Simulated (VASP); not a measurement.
# HgTe: single point with PBE

Crystal: HgTe.

```xyz
12
Lattice="4.7004 0.0000 0.0000 -2.3502 4.0707 0.0000 0.0000 0.0000 23.0728" Properties=species:S:1:pos:R:3 pbc="T T T"
Hg    0.0000    0.0000   -0.0046
Hg    0.0000    2.7138    3.8509
Hg    2.3502    1.3569    7.6895
Hg    0.0000    0.0000   11.5318
Hg    2.3502    1.3569   15.3873
Hg    0.0000    2.7138   19.2259
Te    0.0000    0.0000    2.8892
Te    0.0000    2.7138    6.7299
Te    2.3502    1.3569   10.5701
Te    0.0000    0.0000   14.4256
Te    2.3502    1.3569   18.2663
Te    0.0000    2.7138   22.1065
```

| Quantity | Value |
| --- | --- |
| Program | VASP 6.6.1 |
| Task | single point |
| Functional | PBE |
| Potentials or basis | VASP PAW PBE potentials, release 64 (Hg, Te) |
| Cutoff | 520 eV |
| k mesh | 12 × 12 × 2 |
| Occupations | gaussian, width 0.1 eV |
| Spin | no spin polarisation |

| Quantity | Value |
| --- | --- |
| Pressure | 0.1 GPa |
| Largest force | 0.004 eV/Å |
| Band gap on the k mesh | zero (filled and empty bands touch) |

Forces on the atoms (eV/Å):
```
Hg   0.000  0.000  0.004
Hg   0.000  0.000  0.003
Hg   0.000  0.000  0.003
Hg   0.000  0.000  0.004
Hg   0.000  0.000  0.003
Hg   0.000  0.000  0.003
Te   0.000  0.000 -0.004
Te   0.000  0.000 -0.003
Te   0.000  0.000 -0.004
Te   0.000  0.000 -0.004
Te   0.000  0.000 -0.003
Te   0.000  0.000 -0.004
```

Levels at points of the mesh, in eV from the Fermi level:
```
           k point  band 52  band 53  band 54  band 55  band 56  band 57
(0.00, 0.00, 0.00)    -0.30    -0.09    -0.06    -0.06     0.59     0.64
(0.50, 0.00, 0.00)    -1.20    -1.05    -0.90     0.87     1.28     1.73
(0.00, 0.00, 0.50)    -0.13    -0.13    -0.13     0.30     0.30     0.62
(0.50, 0.00, 0.50)    -1.20    -0.98    -0.98     1.02     1.02     1.79
```

Wall time 32 min on 1 thread of Oxide Virtual Turin-like Processor (shared host), peak memory 1 GiB.

Caveat: semilocal functionals underestimate gaps, and a narrow one can read as zero; spin-orbit coupling is left out, which moves the levels of the heavy elements.
